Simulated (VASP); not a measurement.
A run of VASP 6.6.1 is set up as follows.

The input INCAR:

```
  ALGO = Normal
  EDIFF = 1E-6
  ENCUT = 520
  GGA = PE
  ISIF = 2
  ISMEAR = 0
  LASPH = T
  LCHARG = F
  LREAL = F
  LWAVE = F
  NBANDS = 36
  NELM = 80
  PREC = Accurate
  SIGMA = 0.1
```

File KPOINTS:

```
k-points
0
Gamma
  4 4 4
```

The input POSCAR:

```
AlPdC4N4
1.0
    5.8549090800      0.0000000000      0.0000000000
    0.0000000000      5.8549090800      0.0000000000
    0.0000000000      0.0000000000      5.8549090800
Al Pd C N
1 1 4 4
Direct
    0.5000000000      0.5000000000      0.5000000000
    0.0000000000      0.0000000000      0.0000000000
    0.1911054100      0.1911054100      0.1911054100
    0.1911054100      0.8088945900      0.8088945900
    0.8088945900      0.1911054100      0.8088945900
    0.8088945900      0.8088945900      0.1911054100
    0.3064786500      0.3064786500      0.3064786500
    0.3064786500      0.6935213500      0.6935213500
    0.6935213500      0.3064786500      0.6935213500
    0.6935213500      0.6935213500      0.3064786500
```

Potentials or basis: VASP PAW PBE potentials, release 64 (Al, Pd, C, N).

Run with:

```console
$ cat potpaw_PBE.64/Al/POTCAR potpaw_PBE.64/Pd/POTCAR potpaw_PBE.64/C/POTCAR potpaw_PBE.64/N/POTCAR > POTCAR
$ mpirun -np 1 vasp_std > vasp.out
```

(1) Estimate the largest force.

(2) What does it give for the pressure?

## Answers

(1) 3.205 eV/Å.

(2) 0.5 GPa.

Caveat: forces of over 1 eV/Å act on the atoms, so gaps and moduli don't describe the material at rest.
